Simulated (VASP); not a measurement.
# MgH2 (P1) in VASP: single point with PBE

Aim: the single point of MgH2 with PBE.

All numbers are computed with VASP 6.6.1; they aren't measurements. Logs are shortened: lines on timing, memory, paths and dates and some standing lists are left out, and cuts for length are marked.

### 1 The cell of the first run

The typed cell holds 24 atoms: a = 6.710 Å, b = 6.710 Å, c = 6.710 Å, α = 60.00°, β = 60.00°, γ = 60.00°.

### 2 Single point, PBE

File INCAR:

```
ALGO = Normal
EDIFF = 1E-6
ENCUT = 520
GGA = PE
ISIF = 2
ISMEAR = -1
LASPH = T
LCHARG = F
LREAL = Auto
LWAVE = F
NBANDS = 34
NELM = 80
PREC = Accurate
SIGMA = 0.02
```

File KPOINTS:

```
k-points
0
Gamma
  2 2 2
```

File POSCAR:

```
MgH2
1.0
    0.0000000000      4.7446940000      4.7446940000
    4.7446940000      0.0000000000      4.7446940000
    4.7446940000      4.7446940000      0.0000000000
Mg H
8 16
Direct
    0.0046223213     -0.0049814593     -0.0023562110
   -0.0020088756     -0.0012448643      0.4988367005
    0.0002237236      0.4970591360      0.0055304936
   -0.0017974816      0.5067954857      0.4983182266
    0.5001411050     -0.0039367133      0.0045338013
    0.5013203170     -0.0013679491      0.4983761861
    0.5006378704      0.5003693600     -0.0022868703
    0.5031551034      0.5040514731      0.4951221301
    0.1277006483      0.1141223227      0.1423726167
    0.3582651484      0.3883465404      0.3953217004
    0.1265854026      0.1222892351      0.6033059245
    0.3742933686      0.3703184020      0.8664214173
    0.1320823851      0.6245388006      0.1124551973
    0.4060113255      0.8680927579      0.3594770284
    0.1200472570      0.6488940067      0.6185213419
    0.3704013367      0.8913666508      0.8725371963
    0.6177117007      0.1523491294      0.1247422911
    0.8678649245      0.3986662786      0.3660146471
    0.6330966760      0.1257735483      0.6156201011
    0.9099170568      0.3553915173      0.8694862092
    0.6304044054      0.6169748776      0.1075106213
    0.8691075757      0.8716303939      0.3680550316
    0.6188474957      0.6296028785      0.6523643042
    0.8718074337      0.8734644426      0.8835049215
```

Potentials or basis: VASP PAW PBE potentials, release 64 (Mg, H).

On the command line:

```bash
> cat potpaw_PBE.64/Mg/POTCAR potpaw_PBE.64/H/POTCAR > POTCAR
> mpirun -np 1 vasp_std > vasp.out
```

OUTCAR:

```text
EDIFF = 1E-6
   ENCUT = 520
   GGA = PE
   ISIF = 2
   ISMEAR = -1
   LASPH = T
   LREAL = Auto
   NELM = 80
   PREC = Accurate

 ion  position               nearest neighbor table
   1  0.005  0.995  0.998-  20 1.98  16 2.01  24 2.02  13 2.03  22 2.03   9 2.12  17 2.13  11 2.16
                             4 3.32   7 3.32   3 3.33   6 3.34   5 3.35   2 3.35   2 3.36   5 3.36
   2  0.998  0.999  0.499-  15 1.92   9 1.95  11 1.96  19 2.00  24 2.11  22 2.12  18 2.19  14 2.24
                             4 3.30   3 3.33   6 3.33   5 3.34   1 3.35   8 3.35   8 3.36   1 3.36
   3  0.000  0.497  0.006-  18 1.98  13 2.01  20 2.03  21 2.03  12 2.05  24 2.06   9 2.10  15 2.12
                             8 3.31   2 3.33   1 3.33   4 3.33   7 3.34   5 3.35   5 3.36   7 3.37
   4  0.998  0.507  0.498-  10 1.98  22 2.00  18 2.03  20 2.05  23 2.09  15 2.11  11 2.11  13 2.11
                             2 3.30   6 3.32   1 3.32   3 3.33   8 3.34   7 3.35   7 3.37   8 3.37
   5  0.500  0.996  0.005-  14 1.95  16 2.01  24 2.04   9 2.04  12 2.05  21 2.08  19 2.13  17 2.16
                             8 3.30   6 3.33   2 3.34   7 3.35   1 3.35   3 3.35   3 3.36   1 3.36
   6  0.501  0.999  0.498-  14 2.00  22 2.02  23 2.03  16 2.05  17 2.05  11 2.06  19 2.06  10 2.14
                             4 3.32   8 3.32   5 3.33   2 3.33   1 3.34   7 3.35   7 3.36   1 3.37
   7  0.501  0.500  0.998-  23 1.90  17 1.91  21 1.95  13 2.02  12 2.12  16 2.14  10 2.18  20 2.24
                             1 3.32   3 3.34   4 3.35   6 3.35   5 3.35   8 3.35   8 3.36   5 3.36
   8  0.503  0.504  0.495-  10 1.98  14 2.00  18 2.00  12 2.04  19 2.07  15 2.10  21 2.13  23 2.19
                             5 3.30   3 3.31   6 3.32   4 3.34   7 3.35   2 3.35   2 3.36   7 3.36
   9  0.128  0.114  0.142-   2 1.95   5 2.04   3 2.10   1 2.12
  10  0.358  0.388  0.395-   4 1.98   8 1.98   6 2.14   7 2.18
  11  0.127  0.122  0.603-   2 1.96   6 2.06   4 2.11   1 2.16
  12  0.374  0.370  0.866-   8 2.04   3 2.05   5 2.05   7 2.12
  13  0.132  0.625  0.112-   3 2.01   7 2.02   1 2.03   4 2.11
  14  0.406  0.868  0.359-   5 1.95   8 2.00   6 2.00   2 2.24
[... 8 lines left out ...]
  23  0.619  0.630  0.652-   7 1.90   6 2.03   4 2.09   8 2.19
  24  0.872  0.873  0.884-   1 2.02   5 2.04   3 2.06   2 2.11

  LATTYP: Found a face centered cubic cell.
 ALAT       =     9.4893880000

  Lattice vectors:

 A1 = (   0.0000000000,   4.7446940000,   4.7446940000)
 A2 = (   4.7446940000,   0.0000000000,   4.7446940000)
 A3 = (   4.7446940000,   4.7446940000,   0.0000000000)

Analysis of symmetry for initial positions (statically):
=====================================================================
 Subroutine PRICEL returns:
 Original cell was already a primitive cell.

 Routine SETGRP: Setting up the symmetry group for a
 face centered cubic supercell.

 Subroutine GETGRP returns: Found  1 space group operations
 (whereof  1 operations were pure point group operations)
 out of a pool of 48 trial point group operations.

The static configuration has the point symmetry C_1 .

Analysis of symmetry for dynamics (positions and initial velocities):
=====================================================================
 Subroutine PRICEL returns:
 Original cell was already a primitive cell.

 Routine SETGRP: Setting up the symmetry group for a
 face centered cubic supercell.

 Subroutine GETGRP returns: Found  1 space group operations
 (whereof  1 operations were pure point group operations)
 out of a pool of 48 trial point group operations.

The dynamic configuration has the point symmetry C_1 .

 Subroutine INISYM returns: Found  1 space group operations
 (whereof  1 operations are pure point group operations),
 and found     1 'primitive' translations

----------------------------------------------------------------------------------------

                                     Primitive cell

  volume of cell :     213.6263

  direct lattice vectors                    reciprocal lattice vectors
     0.000000000  4.744694000  4.744694000    -0.105380874  0.105380874  0.105380874
     4.744694000  0.000000000  4.744694000     0.105380874 -0.105380874  0.105380874
     4.744694000  4.744694000  0.000000000     0.105380874  0.105380874 -0.105380874

  length of vectors
     6.710010604  6.710010604  6.710010604     0.182525028  0.182525028  0.182525028

  position of ions in fractional coordinates (direct lattice)
     0.004622321  0.995018541  0.997643789
     0.997991124  0.998755136  0.498836701
     0.000223724  0.497059136  0.005530494
     0.998202518  0.506795486  0.498318227
     0.500141105  0.996063287  0.004533801
     0.501320317  0.998632051  0.498376186
[... 16 lines left out ...]
     0.618847496  0.629602879  0.652364304
     0.871807434  0.873464443  0.883504921

  ion indices of the primitive-cell ions
   primitive index   ion index
                 1           1
                 2           2
                 3           3
                 4           4
                 5           5
                 6           6
[... 16 lines left out ...]
                23          23
                24          24

----------------------------------------------------------------------------------------

 KPOINTS: k-points

Automatic generation of k-mesh.
 Grid dimensions read from file:
 generate k-points for:    2    2    2

 Generating k-lattice:

  Cartesian coordinates                     Fractional coordinates (reciprocal lattice)
    -0.052690437  0.052690437  0.052690437     0.500000000  0.000000000  0.000000000
     0.052690437 -0.052690437  0.052690437     0.000000000  0.500000000  0.000000000
     0.052690437  0.052690437 -0.052690437     0.000000000  0.000000000  0.500000000

  Length of vectors
     0.091262514  0.091262514  0.091262514

  Shift w.r.t. Gamma in fractional coordinates (k-lattice)
     0.000000000  0.000000000  0.000000000

 Subroutine IBZKPT returns following result:
 ===========================================

 Found      8 irreducible k-points:

 Following reciprocal coordinates:
            Coordinates               Weight
  0.000000  0.000000  0.000000      1.000000
  0.500000  0.000000  0.000000      1.000000
  0.000000  0.500000  0.000000      1.000000
  0.000000  0.000000  0.500000      1.000000
  0.500000  0.500000  0.500000      1.000000
  0.500000  0.500000  0.000000      1.000000
  0.000000  0.500000  0.500000      1.000000
  0.500000  0.000000  0.500000      1.000000
   k-points           NKPTS =      8   k-points in BZ     NKDIM =      8   number of bands    NBANDS=     34
   number of dos      NEDOS =    301   number of ions     NIONS =     24
   total plane-waves  NPLWV = 125000
   dimension x,y,z NGX =    50 NGY =   50 NGZ =   50
   dimension x,y,z NGXF=   100 NGYF=  100 NGZF=  100
   ions per type =               8  16
   NGX,Y,Z   is equivalent  to a cutoff of  12.39, 12.39, 12.39 a.u.
   NGXF,Y,Z  is equivalent  to a cutoff of  24.78, 24.78, 24.78 a.u.
 SYSTEM =  unknown system
   PREC   = accura    normal or accurate (medium, high low for compatibility)
   ISTART =      0    job   : 0-new  1-cont  2-samecut
   ICHARG =      2    charge: 1-file 2-atom 10-const
   ISPIN  =      1    spin polarized calculation?
   LNONCOLLINEAR =      F non collinear calculations
   LSORBIT =      F    spin-orbit coupling
   LASPH  =      T    aspherical Exc in radial PAW
   ENCUT  =  520.0 eV  38.22 Ry    6.18 a.u.  12.48 12.48 12.48*2*pi/ulx,y,z
   NELM   =     80;   NELMIN=  2; NELMDL= -5     # of ELM steps
   EDIFF  = 0.1E-05   stopping-criterion for ELM
   LREAL  =      T    real-space projection
   EDIFFG = 0.1E-04   stopping-criterion for IOM
   NSW    =      0    number of steps for IOM
   IBRION =     -1    ionic relax: 0-MD 1-quasi-New 2-CG
   NFREE  =      0    steps in history (QN), initial steepest desc. (CG)
   ISIF   =      2    stress and relaxation
   ISYM   =      2    0-nonsym 1-usesym 2-fastsym
   POTIM  = 0.5000    time-step for ionic-motion
   TEBEG  =    0.0;   TEEND  =   0.0 temperature during run
   PSTRESS=    0.0 pullay stress
   NELECT =      32.0000    total number of electrons
   NUPDOWN=      -1.0000    fix difference up-down
   EMIN   =  10.00;   EMAX   =-10.00  energy-range for DOS
   EFERMI =   0.00;   METHOD = LEGACY
   ISMEAR =    -1;   SIGMA  =   0.02  broadening in eV -4-tet -1-fermi 0-gaus
   EFERMI_NEDOS =   21; number of points for ismear=-14 and -15
   IALGO  =     38    algorithm
   IMIX   =      4    mixing-type and parameters
     AMIX     =   0.40;   BMIX     =  1.00
     AMIX_MAG =   1.60;   BMIX_MAG =  1.00
  volume/ion in A,a.u.               =       8.90        60.07
  Fermi-wavevector in a.u.,A,eV,Ry     =   0.869441  1.643005 10.285012  0.755927
  Thomas-Fermi vector in A             =   1.988263
   LORBIT       =      0    0 simple, 1 ext, 2 COOP (PROOUT), +10 PAW based schemes
   GGA     = PE    functional components
   LHFCALC =     F    Hartree Fock is set to
   AEXX    =    0.0000 exact exchange contribution
   IVDW    =     0    specifies the selected vdW correction
   LEPSILON=     F    determine dielectric tensor
   LRPA    =     F    only Hartree local field effects (RPA)
 non-spin polarized calculation
  energy-cutoff  :      520.00
  volume of cell :      213.63
 maximum number of plane-waves:      5769
 NGX is ok and might be reduce to    50
   NGX = 25   NGY = 25   NGZ = 25

 number of electron      32.0000000 magnetization

 Free energy of the ion-electron system (eV)
  ---------------------------------------------------
  ext. energy  EPLUGINS =         0.00000000
  ---------------------------------------------------
  free energy    TOTEN  =       -68.33351789 eV

  energy without entropy =      -68.33351749  energy(sigma->0) =      -68.33351769

 E-fermi :   2.3882     XC(G=0):  -8.9689

 val. band max:        2.1329243394   @ k =   0.0000   0.0000   0.0000
 cond. band min:       2.6527708462   @ k =   0.0000   0.0000   0.0000
 fundamental gap:      0.5198465068
 Fermi energy:         2.3882141319

 k-point     1 :       0.0000    0.0000    0.0000
  band No.  band energies     occupation
      1      -6.9986      2.00000
      2      -2.8562      2.00000
      3      -2.7995      2.00000
      4      -2.7746      2.00000
      5      -2.7217      2.00000
      6      -2.7062      2.00000
[... 20 lines left out ...]
     27       9.6669      0.00000
     28       9.7267      0.00000

 k-point     2 :       0.5000    0.0000    0.0000
  band No.  band energies     occupation
      1      -5.8697      2.00000
      2      -5.8569      2.00000
      3      -3.2565      2.00000
      4      -3.2062      2.00000
      5      -3.1789      2.00000
      6      -3.1368      2.00000
[... 20 lines left out ...]
     27       7.7760      0.00000
     28       7.8428      0.00000

 k-point     3 :       0.0000    0.5000    0.0000
  band No.  band energies     occupation
      1      -5.9100      2.00000
      2      -5.8135      2.00000
      3      -3.2234      2.00000
      4      -3.1968      2.00000
      5      -3.1747      2.00000
      6      -3.1725      2.00000
[... 119 lines left out ...]
      2      -5.4965      2.00000
      3      -4.1393      2.00000
      4      -4.0756      2.00000
      5      -4.0525      2.00000
      6      -4.0107      2.00000
[... 20 lines left out ...]
     27       9.0602      0.00000
     28       9.0800      0.00000

 k-point     8 :       0.5000    0.0000    0.5000
  band No.  band energies     occupation
      1      -5.5420      2.00000
      2      -5.4751      2.00000
      3      -4.1092      2.00000
      4      -4.0856      2.00000
      5      -4.0566      2.00000
      6      -4.0228      2.00000
[... 20 lines left out ...]
     27       8.9915      0.00000
     28       9.0174      0.00000
 [bands above 28 left out]

------------------------ aborting loop because EDIFF is reached ----------------------------------------

  FORCE on cell =-STRESS in cart. coord.  units (eV):
  Direction    XX          YY          ZZ          XY          YZ          ZX
  --------------------------------------------------------------------------------------
  -------------------------------------------------------------------------------------
  Total        2.1749603      0.1796736     -0.1595420      0.0189719     -0.2557738      0.0713142
  in kB       16.3120033      1.3475359     -1.1965502      0.1422872     -1.9182800      0.5348503
  external PRESSURE =       5.4876630 kB  Pullay stress =       0.0000000 kB

 VOLUME and BASIS-vectors are now :
 -----------------------------------------------------------------------------
  energy-cutoff  :      520.00
  volume of cell :      213.63
      direct lattice vectors                 reciprocal lattice vectors
     0.000000000  4.744694000  4.744694000    -0.105380874  0.105380874  0.105380874
     4.744694000  0.000000000  4.744694000     0.105380874 -0.105380874  0.105380874
     4.744694000  4.744694000  0.000000000     0.105380874  0.105380874 -0.105380874

 POSITION                                       TOTAL-FORCE (eV/Angst)
 -----------------------------------------------------------------------------------
      9.45457      4.75545      4.74299         0.057784     -0.060025      0.074900
      7.10561      7.10199      9.47395         0.123335     -0.042896      0.018773
      2.38463      0.02730      2.35946        -0.202863     -0.145621      0.128201
      4.76896      7.10053      7.14076        -0.024288      0.146123     -0.021795
      4.74753      2.39453      7.09903        -0.095387     -0.130068      0.210415
      7.10285      4.74325      7.11682         0.215125     -0.064562      0.131566
[... 16 lines left out ...]
      6.08254      6.03151      5.92351        -0.171458      0.035092     -0.066864
      8.33628      8.32842      8.28078         0.433555      0.036121     -0.139200
 -----------------------------------------------------------------------------------
    total drift:                               -0.002061     -0.000391     -0.000804

  FREE ENERGIE OF THE ION-ELECTRON SYSTEM (eV)
  ---------------------------------------------------
  free  energy   TOTEN  =       -68.3335178894 eV

  energy  without entropy=      -68.3335174863  energy(sigma->0) =      -68.33351769
```

Wall time 95 s (1 thread of Intel Xeon 6975P-C (Granite Rapids), shared host); peak memory 0.35 GiB.

What came out:

- Free energy: -68.3335 eV
- Pressure: 0.5 GPa
- Largest force: 0.457 eV/Å
- Band gap on the k mesh: 0.52 eV

Forces in eV/Å, atoms in the order of the input:
```
Mg   0.058 -0.060  0.075
Mg   0.123 -0.043  0.019
Mg  -0.203 -0.146  0.128
Mg  -0.024  0.146 -0.022
Mg  -0.095 -0.130  0.210
Mg   0.215 -0.065  0.132
Mg   0.232  0.028 -0.087
Mg   0.031 -0.006 -0.136
H    0.292  0.143 -0.115
H    0.006  0.039 -0.118
H   -0.182 -0.007 -0.102
H   -0.190 -0.109 -0.126
H   -0.191  0.275  0.183
H   -0.227  0.298  0.002
H    0.191 -0.045  0.045
H    0.237 -0.229  0.035
H    0.027 -0.042 -0.027
H    0.322 -0.078 -0.009
H   -0.284  0.157  0.150
H   -0.202  0.000  0.176
H   -0.124 -0.082 -0.112
H   -0.275 -0.115 -0.096
H   -0.171  0.035 -0.067
H    0.434  0.036 -0.139
```

Caveat: the k points lie up to 0.57 Å⁻¹ apart.
